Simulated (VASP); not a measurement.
Set up this calculation in VASP 6.6.1, as the native input.

| Quantity | Value |
| --- | --- |
| Task | single point |
| Functional | PBEsol |
| Potentials or basis | VASP PAW PBE potentials, release 64 (In_d, Sb) |
| Cutoff | 520 eV |
| k mesh | 12 × 12 × 12 |
| Occupations | gaussian, width 0.1 eV |
| Spin | no spin polarisation |
| Dipole correction | no |
| Further INCAR settings | ALGO = Normal; EDIFF = 1e-06; NBANDS = 16 |

The structure of InSb lies in POSCAR:

```
InSb
1.0
    0.0000000000      3.2594709018      3.2594709018
    3.2594709018      0.0000000000      3.2594709018
    3.2594709018      3.2594709018      0.0000000000
In Sb
1 1
Direct
    0.0000000000      0.0000000000      0.0000000000
    0.2500000000      0.2500000000      0.2500000000
```

The input as run:

INCAR

```
  PREC = Accurate
  ENCUT = 520
  EDIFF = 1E-6
  ISMEAR = 0
  SIGMA = 0.1
  LREAL = False
  LASPH = True
  NELM = 100
  ALGO = Normal
  ISIF = 2
  LWAVE = False
  LCHARG = True
  GGA = PS
  LELF = True
  LVHAR = True
  NBANDS = 16
```

KPOINTS

```
Automatic mesh
0
Gamma
  12 12 12
```

Potentials or basis: VASP PAW PBE potentials, release 64 (In_d, Sb).

Launch:

```sh
$ cat potpaw_PBE.64/In_d/POTCAR potpaw_PBE.64/Sb/POTCAR > POTCAR
$ mpirun -np 1 vasp_std > vasp.out
```

Results of the run:

| Item | Value |
| --- | --- |
| Pressure | 0.0 GPa |
| Band gap on the k mesh | zero (filled and empty bands touch) |

Caveat: the PAW data sets were made with another functional, which shifts forces and pressure a little; spin-orbit coupling is left out, which moves the levels of the heavy elements.

Wall time 64 s on 1 thread of Intel Xeon 6975P-C, with other jobs on the host, peak memory 0.25 GiB.
